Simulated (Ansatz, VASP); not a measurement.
Two plane-wave programs on AlNi

```
CELL_PARAMETERS angstrom
2.88558 0.00000 0.00000
0.00000 2.88558 0.00000
0.00000 0.00000 2.88558
ATOMIC_POSITIONS crystal
Al 0.00000 0.00000 0.98672
Ni 0.50000 0.50000 0.50610
```

Change from the starting cell: mode 6 frozen in at -0.038 Å, equal normal strain along x, y and z +0.0083.

Alike in both runs: task single point; functional PBEsol; k mesh 16 × 16 × 16; occupations gaussian, width 0.15 eV; no spin polarisation.

|  | VASP | Ansatz |
| --- | --- | --- |
| version | VASP 6.6.1 | Ansatz 0.2.0 |
| potentials or method | VASP PAW PBE potentials, release 64 (Al, Ni), cutoff 520 eV | scalar-relativistic, plane waves, PAW |
| valence electrons in the cell | 13 | 21 |

|  | VASP | Ansatz | Ansatz less VASP |
| --- | --- | --- | --- |
| gap on the k mesh at the Fermi level (eV) | none | none | - |
| pressure (GPa) | -3.6 | -3.9 | -0.21 |
| traceless stress, the component that is largest in VASP (GPa) | -0.09 | -0.09 | +0.001 |
| rms of the force components (eV/Å) | 0.183 | 0.181 | -0.0016 |

VASP's potentials were made for PBE, not for PBEsol, and Ansatz warns of the same on its side. Atom by atom the forces differ by 0.002 eV/Å (rms over components). A gap of «none» marks a metal or a gap that the smearing closes. VASP's potentials hold 13 valence electrons a cell and Ansatz's 21, so a difference there can come from the potentials and not from the codes.
